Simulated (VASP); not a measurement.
# LiTcO3 (Pm-3m) in VASP: a series of runs

The runs below take LiTcO3 through single point, with LDA.

Program: VASP 6.6.1. These are calculated values, not measurements. Logs are shortened: lines on timing, memory, paths and dates and some standing lists are left out, and cuts for length are marked.

## Step 1: The cell of the first run

It takes space group Pm-3m (No. 221, cubic). The conventional cell has a = 3.854 Å, b = 3.854 Å, c = 3.854 Å, α = 90.00°, β = 90.00°, γ = 90.00°. Within 3.6 Å of Li (site symmetry m-3m) lie 12 O at 2.73 Å and 8 Tc at 3.34 Å. Tc (site symmetry m-3m) has 6 O at 1.93 Å within 2.6 Å. Within 2.6 Å of O (site symmetry 4/mmm) lie 2 Tc at 1.93 Å.

## Step 2: Single point, LDA

Input file INCAR:

```
SYSTEM = LiTcO3
  ALGO = Normal
  EDIFF = 1E-6
  ENCUT = 750
  GGA_COMPAT = .FALSE.
  ISIF = 2
  ISMEAR = 1
  LASPH = .TRUE.
  LCHARG = .FALSE.
  LREAL = .FALSE.
  LWAVE = .FALSE.
  NBANDS = 25
  NELM = 120
  PREC = Accurate
  SIGMA = 0.05
```

Input file KPOINTS:

```
k-points
0
G
  3 3 3
  0 0 0
```

Input file POSCAR:

```
LiTcO3
1.0
    3.8539000000      0.0000000000      0.0000000000
    0.0000000000      3.8539000000      0.0000000000
    0.0000000000      0.0000000000      3.8539000000
Li Tc O
1 1 3
Direct
    0.0000000000      0.0000000000      0.0000000000
    0.5000000000      0.5000000000      0.5000000000
    0.5000000000      0.5000000000      0.0000000000
    0.5000000000      0.0000000000      0.5000000000
    0.0000000000      0.5000000000      0.5000000000
```

Potentials or basis: VASP PAW LDA potentials, release 64 (Li_sv, Tc_pv, O).

Launch:

```
> cat potpaw_LDA.64/Li_sv/POTCAR potpaw_LDA.64/Tc_pv/POTCAR potpaw_LDA.64/O/POTCAR > POTCAR
> mpirun -np 1 vasp_std > vasp.out
```

OUTCAR:

```text
SYSTEM = LiTcO3
   EDIFF = 1E-6
   ENCUT = 750
   ISIF = 2
   ISMEAR = 1
   LASPH = .TRUE.
   LREAL = .FALSE.
   NELM = 120
   PREC = Accurate

 ion  position               nearest neighbor table
   1  0.000  0.000  0.000-
   2  0.500  0.500  0.500-   3 1.93   4 1.93   5 1.93   3 1.93   4 1.93   5 1.93
   3  0.500  0.500  0.000-   2 1.93   2 1.93
   4  0.500  0.000  0.500-   2 1.93   2 1.93
   5  0.000  0.500  0.500-   2 1.93   2 1.93

  LATTYP: Found a simple cubic cell.
 ALAT       =     3.8539000000

  Lattice vectors:

 A1 = (   3.8539000000,   0.0000000000,   0.0000000000)
 A2 = (   0.0000000000,   3.8539000000,   0.0000000000)
 A3 = (   0.0000000000,   0.0000000000,   3.8539000000)

Analysis of symmetry for initial positions (statically):
=====================================================================
 Subroutine PRICEL returns:
 Original cell was already a primitive cell.

 Routine SETGRP: Setting up the symmetry group for a
 simple cubic supercell.

 Subroutine GETGRP returns: Found 48 space group operations
 (whereof 48 operations were pure point group operations)
 out of a pool of 48 trial point group operations.

The static configuration has the point symmetry O_h .

Analysis of symmetry for dynamics (positions and initial velocities):
=====================================================================
 Subroutine PRICEL returns:
 Original cell was already a primitive cell.

 Routine SETGRP: Setting up the symmetry group for a
 simple cubic supercell.

 Subroutine GETGRP returns: Found 48 space group operations
 (whereof 48 operations were pure point group operations)
 out of a pool of 48 trial point group operations.

The dynamic configuration has the point symmetry O_h .

 Subroutine INISYM returns: Found 48 space group operations
 (whereof 48 operations are pure point group operations),
 and found     1 'primitive' translations

----------------------------------------------------------------------------------------

                                     Primitive cell

  volume of cell :      57.2402

  direct lattice vectors                    reciprocal lattice vectors
     3.853900000  0.000000000  0.000000000     0.259477412  0.000000000  0.000000000
     0.000000000  3.853900000  0.000000000     0.000000000  0.259477412  0.000000000
     0.000000000  0.000000000  3.853900000     0.000000000  0.000000000  0.259477412

  length of vectors
     3.853900000  3.853900000  3.853900000     0.259477412  0.259477412  0.259477412

  position of ions in fractional coordinates (direct lattice)
     0.000000000  0.000000000  0.000000000
     0.500000000  0.500000000  0.500000000
     0.500000000  0.500000000  0.000000000
     0.500000000  0.000000000  0.500000000
     0.000000000  0.500000000  0.500000000

  ion indices of the primitive-cell ions
   primitive index   ion index
                 1           1
                 2           2
                 3           3
                 4           4
                 5           5

----------------------------------------------------------------------------------------

 KPOINTS: k-points

Automatic generation of k-mesh.
 Grid dimensions read from file:
 generate k-points for:    3    3    3

 Generating k-lattice:

  Cartesian coordinates                     Fractional coordinates (reciprocal lattice)
     0.086492471  0.000000000  0.000000000     0.333333333  0.000000000  0.000000000
     0.000000000  0.086492471  0.000000000     0.000000000  0.333333333  0.000000000
     0.000000000  0.000000000  0.086492471     0.000000000  0.000000000  0.333333333

  Length of vectors
     0.086492471  0.086492471  0.086492471

  Shift w.r.t. Gamma in fractional coordinates (k-lattice)
     0.000000000  0.000000000  0.000000000

 Subroutine IBZKPT returns following result:
 ===========================================

 Found      4 irreducible k-points:

 Following reciprocal coordinates:
            Coordinates               Weight
  0.000000  0.000000  0.000000      1.000000
  0.333333  0.000000  0.000000      6.000000
  0.333333  0.333333  0.000000     12.000000
  0.333333  0.333333  0.333333      8.000000
   k-points           NKPTS =      4   k-points in BZ     NKDIM =      4   number of bands    NBANDS=     25
   number of dos      NEDOS =    301   number of ions     NIONS =      5
   total plane-waves  NPLWV =  46656
   dimension x,y,z NGX =    36 NGY =   36 NGZ =   36
   dimension x,y,z NGXF=    72 NGYF=   72 NGZF=   72
   ions per type =               1   1   3
   NGX,Y,Z   is equivalent  to a cutoff of  15.53, 15.53, 15.53 a.u.
   NGXF,Y,Z  is equivalent  to a cutoff of  31.06, 31.06, 31.06 a.u.
 SYSTEM =  LiTcO3
   PREC   = accura    normal or accurate (medium, high low for compatibility)
   ISTART =      0    job   : 0-new  1-cont  2-samecut
   ICHARG =      2    charge: 1-file 2-atom 10-const
   ISPIN  =      1    spin polarized calculation?
   LNONCOLLINEAR =      F non collinear calculations
   LSORBIT =      F    spin-orbit coupling
   LASPH  =      T    aspherical Exc in radial PAW
   ENCUT  =  750.0 eV  55.12 Ry    7.42 a.u.   8.61  8.61  8.61*2*pi/ulx,y,z
   NELM   =    120;   NELMIN=  2; NELMDL= -5     # of ELM steps
   EDIFF  = 0.1E-05   stopping-criterion for ELM
   LREAL  =      F    real-space projection
   EDIFFG = 0.1E-04   stopping-criterion for IOM
   NSW    =      0    number of steps for IOM
   IBRION =     -1    ionic relax: 0-MD 1-quasi-New 2-CG
   NFREE  =      0    steps in history (QN), initial steepest desc. (CG)
   ISIF   =      2    stress and relaxation
   ISYM   =      2    0-nonsym 1-usesym 2-fastsym
   POTIM  = 0.5000    time-step for ionic-motion
   TEBEG  =    0.0;   TEEND  =   0.0 temperature during run
   PSTRESS=    0.0 pullay stress
   NELECT =      34.0000    total number of electrons
   NUPDOWN=      -1.0000    fix difference up-down
   EMIN   =  10.00;   EMAX   =-10.00  energy-range for DOS
   EFERMI =   0.00;   METHOD = LEGACY
   ISMEAR =     1;   SIGMA  =   0.05  broadening in eV -4-tet -1-fermi 0-gaus
   EFERMI_NEDOS =   21; number of points for ismear=-14 and -15
   IALGO  =     38    algorithm
   IMIX   =      4    mixing-type and parameters
     AMIX     =   0.40;   BMIX     =  1.00
     AMIX_MAG =   1.60;   BMIX_MAG =  1.00
  volume/ion in A,a.u.               =      11.45        77.26
  Fermi-wavevector in a.u.,A,eV,Ry     =   1.376155  2.600556 25.766750  1.893803
  Thomas-Fermi vector in A             =   2.501426
   LORBIT       =      0    0 simple, 1 ext, 2 COOP (PROOUT), +10 PAW based schemes
   GGA     = CA    functional components
   LHFCALC =     F    Hartree Fock is set to
   AEXX    =    0.0000 exact exchange contribution
   IVDW    =     0    specifies the selected vdW correction
   LEPSILON=     F    determine dielectric tensor
   LRPA    =     F    only Hartree local field effects (RPA)
 non-spin polarized calculation
 Methfessel and Paxton  Order N= 1 SIGMA  =   0.05
  energy-cutoff  :      750.00
  volume of cell :       57.24
 maximum number of plane-waves:      2721
 NGX is ok and might be reduce to    36
   NGX = 17   NGY = 17   NGZ = 17

 number of electron      34.0000008 magnetization

 Free energy of the ion-electron system (eV)
  ---------------------------------------------------
  ext. energy  EPLUGINS =         0.00000000
  ---------------------------------------------------
  free energy    TOTEN  =       -38.39474649 eV

  energy without entropy =      -38.39294537  energy(sigma->0) =      -38.39414611

 E-fermi :   5.0441     XC(G=0): -10.7846

 val. band max:        5.0425993961   @ k =   0.3333   0.0000   0.0000
 cond. band min:       5.1070866204   @ k =   0.3333   0.3333   0.0000
 fundamental gap:      0.0644872243
 Fermi energy:         5.0441082437

 k-point     1 :       0.0000    0.0000    0.0000
  band No.  band energies     occupation
      1     -41.0949      2.00000
      2     -36.1855      2.00000
      3     -36.1855      2.00000
      4     -36.1855      2.00000
      5     -14.6185      2.00000
      6     -13.7731      2.00000
      7     -13.7731      2.00000
      8      -0.2817      2.00000
      9      -0.2817      2.00000
     10      -0.2817      2.00000
     11       1.9119      2.00000
     12       1.9119      2.00000
     13       1.9119      2.00000
     14       2.0777      2.00000
     15       2.0777      2.00000
     16       2.0777      2.00000
     17       2.4658      2.00000
     18       2.4658      2.00000
     19       2.4658      2.00000
     20       5.9340     -0.00000
     21       5.9340     -0.00000
     22       7.9454      0.00000
     23      14.5567      0.00000
     24      14.5567      0.00000
     25      14.5568      0.00000

 k-point     2 :       0.3333    0.0000    0.0000
  band No.  band energies     occupation
      1     -41.0946      2.00000
      2     -36.2206      2.00000
      3     -36.1838      2.00000
      4     -36.1838      2.00000
      5     -14.3605      2.00000
      6     -13.7531      2.00000
      7     -13.2612      2.00000
      8      -2.5975      2.00000
      9      -0.4946      2.00000
     10      -0.4946      2.00000
     11       0.4022      2.00000
     12       0.4022      2.00000
     13       0.5387      2.00000
     14       1.6187      2.00000
     15       2.0553      2.00000
     16       2.0553      2.00000
     17       2.4988      2.00000
     18       5.0426      1.05113
     19       5.0426      1.05105
     20       5.9389     -0.00000
     21       8.6261      0.00000
     22       9.5545      0.00000
     23      11.7890      0.00000
     24      13.9858      0.00000
     25      13.9858      0.00000

 k-point     3 :       0.3333    0.3333    0.0000
  band No.  band energies     occupation
      1     -41.0943      2.00000
      2     -36.2189      2.00000
      3     -36.2188      2.00000
      4     -36.1822      2.00000
      5     -14.0761      2.00000
      6     -13.2945      2.00000
      7     -13.1941      2.00000
      8      -2.8165      2.00000
      9      -2.2786      2.00000
     10      -1.8460      2.00000
     11      -0.4728      2.00000
     12      -0.1974      2.00000
     13       0.9306      2.00000
     14       1.0128      2.00000
     15       1.0795      2.00000
     16       2.6624      2.00000
     17       4.9996      2.01947
     18       5.1071     -0.07056
     19       5.6320     -0.00000
     20       7.3340      0.00000
     21      10.4950      0.00000
     22      10.7701      0.00000
     23      12.0496      0.00000
     24      12.5277      0.00000
     25      13.0275      0.00000

 k-point     4 :       0.3333    0.3333    0.3333
  band No.  band energies     occupation
      1     -41.0940      2.00000
      2     -36.2172      2.00000
      3     -36.2170      2.00000
      4     -36.2170      2.00000
      5     -13.4094      2.00000
      6     -13.1627      2.00000
      7     -13.1627      2.00000
      8      -2.7867      2.00000
      9      -2.7867      2.00000
     10      -2.0550      2.00000
     11      -1.8217      2.00000
     12      -1.8217      2.00000
     13      -1.5944      2.00000
     14       2.5605      2.00000
     15       2.5605      2.00000
     16       2.7733      2.00000
     17       5.4578     -0.00000
     18       5.6831     -0.00000
     19       5.6831     -0.00000
     20      10.7550      0.00000
     21      10.7551      0.00000
     22      10.9338      0.00000
     23      11.6567      0.00000
     24      12.9082      0.00000
     25      12.9082      0.00000

------------------------ aborting loop because EDIFF is reached ----------------------------------------

  FORCE on cell =-STRESS in cart. coord.  units (eV):
  Direction    XX          YY          ZZ          XY          YZ          ZX
  --------------------------------------------------------------------------------------
  -------------------------------------------------------------------------------------
  Total       -4.2309571     -4.2309571     -4.2309571      0.0000000      0.0000000      0.0000000
  in kB     -118.4262236   -118.4262236   -118.4262236      0.0000000      0.0000000      0.0000000
  external PRESSURE =    -118.4262236 kB  Pullay stress =       0.0000000 kB

 VOLUME and BASIS-vectors are now :
 -----------------------------------------------------------------------------
  energy-cutoff  :      750.00
  volume of cell :       57.24
      direct lattice vectors                 reciprocal lattice vectors
     3.853900000  0.000000000  0.000000000     0.259477412  0.000000000  0.000000000
     0.000000000  3.853900000  0.000000000     0.000000000  0.259477412  0.000000000
     0.000000000  0.000000000  3.853900000     0.000000000  0.000000000  0.259477412

 POSITION                                       TOTAL-FORCE (eV/Angst)
 -----------------------------------------------------------------------------------
      0.00000      0.00000      0.00000         0.000000      0.000000      0.000000
      1.92695      1.92695      1.92695         0.000000      0.000000      0.000000
      1.92695      1.92695      0.00000         0.000000      0.000000      0.000000
      1.92695      0.00000      1.92695         0.000000      0.000000      0.000000
      0.00000      1.92695      1.92695         0.000000      0.000000      0.000000
 -----------------------------------------------------------------------------------
    total drift:                                0.000000      0.000000      0.000000

  FREE ENERGIE OF THE ION-ELECTRON SYSTEM (eV)
  ---------------------------------------------------
  free  energy   TOTEN  =       -38.3947464856 eV

  energy  without entropy=      -38.3929453666  energy(sigma->0) =      -38.39414611
```

Run time: 5.5 s. Hardware: 1 thread of Intel Xeon 6975P-C (Granite Rapids), shared host; peak memory 0.17 GiB.

Results:

```
Free energy            : -38.3947 eV
Pressure               : -11.8 GPa
Band gap on the k mesh : zero (bands 17 and 18 overlap by 2.99 eV)
```

Caveat: the k points lie up to 0.54 Å⁻¹ apart, too coarse for converged energies and pressures of a metal.

(Continued in part 2 of 2.)
